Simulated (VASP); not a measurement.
# Ag (P6_3/mmc) in VASP: notebook

The runs below take Ag through single point, with PBE.

Everything below comes from runs of VASP 6.6.1. Logs are shortened: lines on timing, memory, paths and dates and some standing lists are left out, and cuts for length are marked.

## Step 1: The cell of the first run

The structure is hexagonal, space group P6_3/mmc (No. 194). Conventional cell: a = 2.905 Å, b = 2.905 Å, c = 4.827 Å, α = 90.00°, β = 90.00°, γ = 120.00°. Within 3.8 Å of Ag (site symmetry -6m2) lie 12 Ag at 2.91 to 2.94 Å.

## Step 2: Single point, PBE (biaxial strain in the a-b plane: -1.0 %)

The input, INCAR:

```
SYSTEM = Ag
PREC     = Accurate       ! precision mode
ENCUT    = 520            ! plane-wave cutoff, eV
EDIFF    = 1E-7           ! SCF threshold, eV
ISMEAR   = 0              ! smearing method
SIGMA    = 0.1            ! smearing width, eV
LREAL    = .False.        ! projectors in reciprocal space
LASPH    = .True.         ! aspherical terms in the spheres
NELM     = 60             ! most SCF steps
ALGO     = Fast           ! electronic algorithm
ISIF     = 2              ! what is computed and relaxed
LWAVE    = .False.        ! write WAVECAR
LCHARG   = .True.         ! write CHGCAR
GGA      = PE             ! functional
LELF     = .True.         ! ELF
LVHAR    = .True.       
NBANDS   = 18             ! bands
```

The input, KPOINTS:

```
Automatic mesh
0
Gamma
  24 24 12
  0 0 0
```

The input, POSCAR:

```
Ag
1.0
    2.9052474013      0.0000000000      0.0000000000
   -1.4526237007      2.5160180538      0.0000000000
    0.0000000000      0.0000000000      4.8266954828
Ag
2
Direct
    0.3333333333      0.6666666667      0.2500000000
    0.6666666667      0.3333333333      0.7500000000
```

Potentials or basis: VASP PAW PBE potentials, release 64 (Ag).

Started as:

```
$ cat potpaw_PBE.64/Ag/POTCAR > POTCAR
$ mpirun -np 1 vasp_std > vasp.out
```

OUTCAR:

```text
SYSTEM = Ag
   PREC = Accurate
   ENCUT = 520
   EDIFF = 1E-7
   ISMEAR = 0
   LREAL = .False.
   LASPH = .True.
   NELM = 60
   ISIF = 2
   GGA = PE

 ion  position               nearest neighbor table
   1  0.333  0.667  0.250-   2 2.94   2 2.94   2 2.94   2 2.94   2 2.94   2 2.94
   2  0.667  0.333  0.750-   1 2.94   1 2.94   1 2.94   1 2.94   1 2.94   1 2.94

  LATTYP: Found a hexagonal cell.
 ALAT       =     2.9052474013
 C/A-ratio  =     1.6613715860

  Lattice vectors:

 A1 = (   2.9052474013,   0.0000000000,   0.0000000000)
 A2 = (  -1.4526237007,   2.5160180538,   0.0000000000)
 A3 = (   0.0000000000,   0.0000000000,   4.8266954828)

Analysis of symmetry for initial positions (statically):
=====================================================================
 Subroutine PRICEL returns:
 Original cell was already a primitive cell.

 Routine SETGRP: Setting up the symmetry group for a
 hexagonal supercell.

 Subroutine GETGRP returns: Found 24 space group operations
 (whereof 12 operations were pure point group operations)
 out of a pool of 24 trial point group operations.

The static configuration has the point symmetry D_3d.
 The point group associated with its full space group is D_6h.

Analysis of symmetry for dynamics (positions and initial velocities):
=====================================================================
 Subroutine PRICEL returns:
 Original cell was already a primitive cell.

 Routine SETGRP: Setting up the symmetry group for a
 hexagonal supercell.

 Subroutine GETGRP returns: Found 24 space group operations
 (whereof 12 operations were pure point group operations)
 out of a pool of 24 trial point group operations.

The dynamic configuration has the point symmetry D_3d.
 The point group associated with its full space group is D_6h.

 Subroutine INISYM returns: Found 24 space group operations
 (whereof 12 operations are pure point group operations),
 and found     1 'primitive' translations

----------------------------------------------------------------------------------------

                                     Primitive cell

  volume of cell :      35.2815

  direct lattice vectors                    reciprocal lattice vectors
     2.905247401  0.000000000  0.000000000     0.344204765  0.198726714  0.000000000
    -1.452623701  2.516018054  0.000000000     0.000000000  0.397453428  0.000000000
     0.000000000  0.000000000  4.826695483     0.000000000  0.000000000  0.207181084

  length of vectors
     2.905247401  2.905247401  4.826695483     0.397453428  0.397453428  0.207181084

  position of ions in fractional coordinates (direct lattice)
     0.333333333  0.666666667  0.250000000
     0.666666667  0.333333333  0.750000000

  ion indices of the primitive-cell ions
   primitive index   ion index
                 1           1
                 2           2

----------------------------------------------------------------------------------------

 KPOINTS: Automatic mesh

Automatic generation of k-mesh.
 Grid dimensions read from file:
 generate k-points for:   24   24   12

 Generating k-lattice:

  Cartesian coordinates                     Fractional coordinates (reciprocal lattice)
     0.014341865  0.008280280  0.000000000     0.041666667  0.000000000  0.000000000
     0.000000000  0.016560559  0.000000000     0.000000000  0.041666667  0.000000000
     0.000000000  0.000000000  0.017265090     0.000000000  0.000000000  0.083333333

  Length of vectors
     0.016560559  0.016560559  0.017265090

  Shift w.r.t. Gamma in fractional coordinates (k-lattice)
     0.000000000  0.000000000  0.000000000

 Subroutine IBZKPT returns following result:
 ===========================================

 Found    427 irreducible k-points:

 Following reciprocal coordinates:
            Coordinates               Weight
  0.000000  0.000000  0.000000      1.000000
  0.041667  0.000000  0.000000      6.000000
  0.083333  0.000000  0.000000      6.000000
  0.125000  0.000000  0.000000      6.000000
  0.166667  0.000000  0.000000      6.000000
  0.208333  0.000000  0.000000      6.000000
[... 16 lines left out ...]
  0.416667  0.041667  0.000000     12.000000
  0.458333  0.041667  0.000000     12.000000
 [... further k-points ...]
   k-points           NKPTS =    427   k-points in BZ     NKDIM =    427   number of bands    NBANDS=     18
   number of dos      NEDOS =    301   number of ions     NIONS =      2
   total plane-waves  NPLWV =  20736
   dimension x,y,z NGX =    24 NGY =   24 NGZ =   36
   dimension x,y,z NGXF=    48 NGYF=   48 NGZF=   72
   ions per type =               2
   NGX,Y,Z   is equivalent  to a cutoff of  13.73, 13.73, 12.40 a.u.
   NGXF,Y,Z  is equivalent  to a cutoff of  27.47, 27.47, 24.80 a.u.
 SYSTEM =  Ag
   PREC   = accura    normal or accurate (medium, high low for compatibility)
   ISTART =      0    job   : 0-new  1-cont  2-samecut
   ICHARG =      2    charge: 1-file 2-atom 10-const
[... 90 lines left out ...]
      2       1.8710      2.00000
      3       3.1388      2.00000
      4       3.4215      2.00000
      5       3.4590      2.00000
      6       3.5353      2.00000
[... 10 lines left out ...]
     17      25.2920      0.00000
     18      26.5471      0.00000

 k-point     4 :       0.1250    0.0000    0.0000
  band No.  band energies     occupation
      1       0.8624      2.00000
      2       1.9918      2.00000
      3       3.0724      2.00000
      4       3.4401      2.00000
      5       3.5594      2.00000
      6       3.5784      2.00000
[... 10 lines left out ...]
     17      25.5111      0.00000
     18      26.6318      0.00000

 k-point     5 :       0.1667    0.0000    0.0000
  band No.  band energies     occupation
      1       1.1604      2.00000
      2       2.1222      2.00000
      3       3.0166      2.00000
      4       3.4011      2.00000
      5       3.5168      2.00000
      6       3.6831      2.00000
[... 10 lines left out ...]
     17      25.4008      0.00000
     18      25.7423      0.00000

 k-point     6 :       0.2083    0.0000    0.0000
  band No.  band energies     occupation
      1       1.4957      2.00000
      2       2.2130      2.00000
      3       3.0188      2.00000
      4       3.2547      2.00000
      5       3.3690      2.00000
      6       3.7001      2.00000
[... 10 lines left out ...]
     17      24.2666      0.00000
     18      25.7390      0.00000

 k-point     7 :       0.2500    0.0000    0.0000
  band No.  band energies     occupation
      1       1.8066      2.00000
      2       2.2241      2.00000
      3       2.9918      2.00000
      4       3.1277      2.00000
      5       3.3761      2.00000
      6       3.6175      2.00000
[... 10 lines left out ...]
     17      23.7476      0.00000
     18      25.0873      0.00000

 k-point     8 :       0.2917    0.0000    0.0000
  band No.  band energies     occupation
      1       2.0036      2.00000
      2       2.1850      2.00000
      3       2.7527      2.00000
      4       3.3431      2.00000
      5       3.4367      2.00000
      6       3.5391      2.00000
[... 10 lines left out ...]
     17      22.5239      0.00000
     18      24.8786      0.00000
[... 229 lines left out ...]
     17      23.2433      0.00000
     18      25.1393      0.00000

 k-point    20 :       0.2917    0.0417    0.0000
  band No.  band energies     occupation
      1       2.0636      2.00000
      2       2.1984      2.00000
      3       2.6443      2.00000
      4       3.4254      2.00000
      5       3.4744      2.00000
      6       3.4872      2.00000
[... 10 lines left out ...]
     17      21.8369      0.00000
     18      24.6400      0.00000

 k-point    21 :       0.3333    0.0417    0.0000
  band No.  band energies     occupation
      1       2.0116      2.00000
      2       2.2112      2.00000
      3       2.4631      2.00000
      4       3.4166      2.00000
      5       3.5660      2.00000
      6       3.6867      2.00000
[... 10 lines left out ...]
     17      20.5196      0.00000
     18      24.2364      0.00000

 k-point    22 :       0.3750    0.0417    0.0000
  band No.  band energies     occupation
      1       1.9387      2.00000
      2       2.2034      2.00000
      3       2.3247      2.00000
      4       3.3724      2.00000
      5       3.6227      2.00000
      6       3.6542      2.00000
[... 10 lines left out ...]
     17      19.5596      0.00000
     18      23.9198      0.00000

 k-point    23 :       0.4167    0.0417    0.0000
  band No.  band energies     occupation
      1       1.8827      2.00000
      2       2.1857      2.00000
      3       2.2314      2.00000
      4       3.3428      2.00000
      5       3.5776      2.00000
      6       3.7187      2.00000
[... 10 lines left out ...]
     17      18.7232      0.00000
     18      23.7040      0.00000

 k-point    24 :       0.4583    0.0417    0.0000
  band No.  band energies     occupation
      1       1.8529      2.00000
      2       2.1735      2.00000
      3       2.1845      2.00000
      4       3.3280      2.00000
      5       3.5541      2.00000
      6       3.7528      2.00000
[... 10 lines left out ...]
     17      18.4033      0.00000
     18      23.5949      0.00000

 [... further k-points ...]
[... 5 lines left out ...]
  --------------------------------------------------------------------------------------
  -------------------------------------------------------------------------------------
  Total        0.3503418      0.3503418      0.1001656     -0.0000000     -0.0000000      0.0000000
  in kB       15.9094698     15.9094698      4.5486486     -0.0000000     -0.0000000      0.0000000
  external PRESSURE =      12.1225294 kB  Pullay stress =       0.0000000 kB

 VOLUME and BASIS-vectors are now :
 -----------------------------------------------------------------------------
  energy-cutoff  :      520.00
  volume of cell :       35.28
      direct lattice vectors                 reciprocal lattice vectors
     2.905247401  0.000000000  0.000000000     0.344204765  0.198726714  0.000000000
    -1.452623701  2.516018054  0.000000000     0.000000000  0.397453428  0.000000000
     0.000000000  0.000000000  4.826695483     0.000000000  0.000000000  0.207181084

 POSITION                                       TOTAL-FORCE (eV/Angst)
 -----------------------------------------------------------------------------------
     -0.00000      1.67735      1.20667        -0.000000      0.000000      0.000000
      1.45262      0.83867      3.62002         0.000000     -0.000000      0.000000
 -----------------------------------------------------------------------------------
    total drift:                               -0.000000      0.000000     -0.000000

  FREE ENERGIE OF THE ION-ELECTRON SYSTEM (eV)
  ---------------------------------------------------
  free  energy   TOTEN  =        -5.4274216395 eV

  energy  without entropy=       -5.4242395115  energy(sigma->0) =       -5.42583058
```

It took 1.8 min on 1 thread of Intel Xeon 6975P-C (Granite Rapids), shared host; peak memory 0.32 GiB.

What came out:

- Free energy: -5.4274 eV
- Pressure: 1.2 GPa
- Band gap on the k mesh: zero (band 11 reaches 12.05 eV, above the bottom of band 12 at 4.58 eV)

Stress tensor (GPa, compression positive):
```
1.59 0.00 0.00
0.00 1.59 0.00
0.00 0.00 0.45
```

Levels at points of the mesh, in eV from the Fermi level:
| k point | band 7 | band 8 | band 9 | band 10 | band 11 | band 12 | band 13 | band 14 | band 15 | band 16 |
| --- | --- | --- | --- | --- | --- | --- | --- | --- | --- | --- |
| (0.00, 0.00, 0.00) | -4.46 | -4.05 | -4.05 | -3.15 | -3.15 | -0.49 | 3.13 | 15.63 | 17.06 | 17.71 |
| (0.50, 0.00, 0.00) | -3.78 | -3.00 | -2.99 | -2.87 | 0.11 | 1.48 | 6.58 | 6.88 | 8.94 | 10.04 |
| (0.00, 0.00, 0.50) | -4.51 | -4.51 | -3.45 | -3.45 | -3.45 | -3.45 | 10.47 | 10.47 | 15.97 | 15.97 |
| (0.50, 0.00, 0.50) | -3.19 | -3.19 | -2.92 | -2.92 | 0.76 | 0.76 | 4.38 | 4.38 | 13.41 | 13.41 |

Caveat: the cell differs from its parent crystal (biaxial strain in the a-b plane: -1.0 %).

## Step 3: Single point, PBE (biaxial strain in the a-b plane: -1.0 %, then relaxed in part)

The input, INCAR:

```
SYSTEM = Ag
  PREC = Accurate
  ENCUT = 520
  EDIFF = 1E-6
  ISMEAR = 0
  SIGMA = 0.1
  LREAL = .False.
  LASPH = .True.
  NELM = 100
  ALGO = Fast
  ISIF = 2
  LWAVE = .False.
  LCHARG = .True.
  GGA = PE
  LELF = .True.
  LVHAR = .True.
  NBANDS = 18
```

The input, KPOINTS:

```
regular mesh
0
Gamma
  24 24 12
  0 0 0
```

POSCAR: that of step 2 with these lines changed.

```diff
@@ -4,3 +4,3 @@
    -1.4526237007      2.5160180538      0.0000000000
-    0.0000000000      0.0000000000      4.8266954828
+    0.0000000000      0.0000000000      4.8429006675
 Ag
```

Potentials or basis: VASP PAW PBE potentials, release 64 (Ag).

Started as:

```
$ cat potpaw_PBE.64/Ag/POTCAR > POTCAR
$ mpirun -np 1 vasp_std > vasp.out
```

It took 1.7 min on 1 thread of Intel Xeon 6975P-C (Granite Rapids), shared host; peak memory 0.33 GiB.

It converged, with:

```yaml
Free_energy: -5.4276 eV
Pressure: 0.9 GPa
Band_gap_on_the_k_mesh: zero (band 11 reaches 12.01 eV, above the bottom of band 12 at 4.54 eV)
```

Stress tensor (GPa, compression positive):
```
 1.38  0.00  0.00
 0.00  1.38  0.00
 0.00  0.00 -0.04
```

Levels at points of the mesh, in eV from the Fermi level:
```tsv
k point	band 8	band 9	band 10	band 11	band 12	band 13	band 14	band 15
(0.00, 0.00, 0.00)	-4.03	-4.03	-3.15	-3.15	-0.50	3.07	15.64	16.97
(0.50, 0.00, 0.00)	-3.01	-2.98	-2.86	0.12	1.49	6.55	6.85	8.89
(0.00, 0.00, 0.50)	-4.51	-3.44	-3.44	-3.44	-3.44	10.38	10.38	15.99
(0.50, 0.00, 0.50)	-3.19	-2.91	-2.91	0.77	0.77	4.37	4.37	13.41
```

Caveat: the cell differs from its parent crystal (biaxial strain in the a-b plane: -1.0 %, then relaxed in part).

## Step 4: Single point, PBE

This run uses another cell than the first one, of 17.89 Å³/atom, 1.014 times its volume.

The input, INCAR:

```
SYSTEM = Ag
PREC = Accurate
ENCUT = 520
EDIFF = 1E-6
ISMEAR = 0
SIGMA = 0.1
LREAL = .FALSE.
LASPH = .TRUE.
NELM = 80
ALGO = Fast
ISIF = 2
LWAVE = .FALSE.
LCHARG = .TRUE.
GGA = PE
LELF = .TRUE.
LVHAR = .TRUE.
NBANDS = 18
```

The input, KPOINTS:

```
regular mesh
0
G
  24 24 12
  0 0 0
```

The input, POSCAR:

```
Ag
1.0
    2.9345933347      0.0000000000      0.0000000000
   -1.4672966673      2.5414323776      0.0000000000
    0.0000000000      0.0000000000      4.7979080346
Ag
2
Direct
    0.3333333333      0.6666666667      0.2500000000
    0.6666666667      0.3333333333      0.7500000000
```

Started as:

```
$ cat potpaw_PBE.64/Ag/POTCAR > POTCAR
$ mpirun -np 1 vasp_std > vasp.out
```

Wall time 1.7 min (1 thread of Intel Xeon 6975P-C (Granite Rapids), shared host); peak memory 0.32 GiB.

It converged, with:

```yaml
Free_energy: -5.4299 eV
Pressure: -0.1 GPa
Band_gap_on_the_k_mesh: zero (band 11 reaches 11.75 eV, above the bottom of band 12 at 4.41 eV)
```

Stress tensor (GPa, compression positive):
```
-0.25  0.00  0.00
 0.00 -0.25  0.00
 0.00  0.00  0.11
```

Levels at points of the mesh, in eV from the Fermi level:
```
           k point  band 8  band 9  band 10  band 11  band 12  band 13  band 14  band 15
(0.00, 0.00, 0.00)   -4.07   -4.07    -3.14    -3.14    -0.34     3.26    15.46    17.31
(0.50, 0.00, 0.00)   -3.02   -2.97    -2.90     0.06     1.38     6.61     6.88     8.91
(0.00, 0.00, 0.50)   -4.43   -3.43    -3.43    -3.43    -3.43    10.70    10.70    15.80
(0.50, 0.00, 0.50)   -3.18   -2.94    -2.94     0.76     0.76     4.26     4.26    13.18
```

## Step 5: Single point, PBE (biaxial strain in the a-b plane: +1.0 %, then relaxed in part)

The input, INCAR:

```
  PREC = Accurate
  ENCUT = 520
  EDIFF = 1E-7
  ISMEAR = 0
  SIGMA = 0.1
  LREAL = False
  LASPH = True
  NELM = 100
  ALGO = Fast
  ISIF = 2
  LWAVE = False
  LCHARG = False
  GGA = PE
  NBANDS = 18
```

The input, KPOINTS:

```
Automatic mesh
0
Gamma
  24 24 12
```

The input, POSCAR:

```
Ag
1.0
    2.9639392680      0.0000000000      0.0000000000
   -1.4819696340      2.5668467014      0.0000000000
    0.0000000000      0.0000000000      4.7671797509
Ag
2
Direct
    0.3333333333      0.6666666667      0.2500000000
    0.6666666667      0.3333333333      0.7500000000
```

Started as:

```
$ cat potpaw_PBE.64/Ag/POTCAR > POTCAR
$ mpirun -np 1 vasp_std > vasp.out
```

Run time: 1.9 min. Hardware: 1 thread of Intel Xeon Platinum 8488C (Sapphire Rapids), shared host; peak memory 0.33 GiB.

Results (log left out):

| Item | Value |
| --- | --- |
| Free energy | -5.4250 eV |
| Pressure | -1.3 GPa |
| Band gap on the k mesh | zero (band 11 reaches 11.47 eV, above the bottom of band 12 at 4.25 eV) |

Stress tensor (GPa, compression positive):
```
-1.87  0.00  0.00
 0.00 -1.87  0.00
 0.00  0.00 -0.03
```

Levels at points of the mesh, in eV from the Fermi level:
| k point | band 8 | band 9 | band 10 | band 11 | band 12 | band 13 | band 14 | band 15 |
| --- | --- | --- | --- | --- | --- | --- | --- | --- |
| (0.00, 0.00, 0.00) | -4.09 | -4.09 | -3.13 | -3.13 | -0.18 | 3.41 | 15.30 | 17.26 |
| (0.50, 0.00, 0.00) | -3.05 | -2.94 | -2.92 | 0.02 | 1.28 | 6.66 | 6.90 | 8.90 |
| (0.00, 0.00, 0.50) | -4.35 | -3.41 | -3.41 | -3.41 | -3.41 | 10.95 | 10.95 | 15.64 |
| (0.50, 0.00, 0.50) | -3.16 | -2.97 | -2.97 | 0.76 | 0.76 | 4.15 | 4.15 | 12.97 |

Caveat: the cell differs from its parent crystal (biaxial strain in the a-b plane: +1.0 %, then relaxed in part).

## Step 6: The runs side by side

```csv
cell,further INCAR settings,gap on the mesh (eV),pressure (GPa)
"a = 2.905, b = 2.905, c = 4.827 Å, angles 90.0, 90.0, 120.0°, 2 atoms",ALGO = Fast; EDIFF = 1e-07; NBANDS = 18,none,1.2
"a = 2.905, b = 2.905, c = 4.843 Å, angles 90.0, 90.0, 120.0°, 2 atoms",ALGO = Fast; EDIFF = 1e-06; NBANDS = 18,none,0.9
"a = 2.935, b = 2.935, c = 4.798 Å, angles 90.0, 90.0, 120.0°, 2 atoms",ALGO = Fast; EDIFF = 1e-06; NBANDS = 18,none,-0.1
"a = 2.964, b = 2.964, c = 4.767 Å, angles 90.0, 90.0, 120.0°, 2 atoms",ALGO = Fast; EDIFF = 1e-07; NBANDS = 18,none,-1.3
```

Alike in all rows: task single point; level PBE; potentials or basis VASP PAW PBE potentials, release 64 (Ag); no spin polarisation; k mesh 24 × 24 × 12; cutoff (eV) 520; smearing gaussian 0.1 eV.

Total energies depend on the potentials used, so only differences within one code and one set of settings carry meaning.
